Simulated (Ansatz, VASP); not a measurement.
C in VASP and in Ansatz

The input INCAR:

```
PREC = Accurate
ENCUT = 520
EDIFF = 1E-6
ISMEAR = 0
SIGMA = 0.02
LREAL = False
LASPH = True
NELM = 80
ALGO = Normal
ISIF = 2
LWAVE = False
LCHARG = False
GGA = PS
NBANDS = 11
```

KPOINTS

```
Automatic mesh
0
Gamma
  12 12 12
```

The input POSCAR:

```
C
1.0
    0.0000000000      1.7908546120      1.7908546120
    1.7908546120      0.0000000000      1.7908546120
    1.7908546120      1.7908546120      0.0000000000
C
2
Direct
    0.5000000000      0.5000000000      0.5000000000
    0.7500000000      0.7500000000      0.7500000000
```

Input for Ansatz:

```yaml
crystal:
  lattice:
    - [0.0, 1.790854612, 1.790854612]
    - [1.790854612, 0.0, 1.790854612]
    - [1.790854612, 1.790854612, 0.0]
  atoms:
    - { symbol: C, position: [0.5, 0.5, 0.5] }
    - { symbol: C, position: [0.75, 0.75, 0.75] }
basis:
  ecutwfc: 420
kpoints:
  mp_grid: { grid: [12, 12, 12] }
hamiltonian:
  xc: pbesol
scf:
  occupations: { method: gaussian, width: 0.02 }
output:
  forces: true
  stress: true
  eigenvalues: true
```

Alike in both runs: task single point; functional PBEsol; k mesh 12 × 12 × 12; occupations gaussian, width 0.02 eV; no spin polarisation.

|  | VASP | Ansatz |
| --- | --- | --- |
| version | VASP 6.6.1 | Ansatz 0.2.0 |
| potentials or method | VASP PAW PBE potentials, release 64 (C), cutoff 520 eV | scalar-relativistic, plane waves, PAW |
| valence electrons in the cell | 8 | 8 |

|  | VASP | Ansatz | Ansatz less VASP |
| --- | --- | --- | --- |
| gap on the k mesh at the Fermi level (eV) | 4.01 | 4.01 | +0.004 |
| least direct gap on the mesh (eV) | 5.50 | 5.51 | 0.000 |
| pressure (GPa) | -9.1 | -10.1 | -0.98 |

VASP's potentials were made for PBE, not for PBEsol.
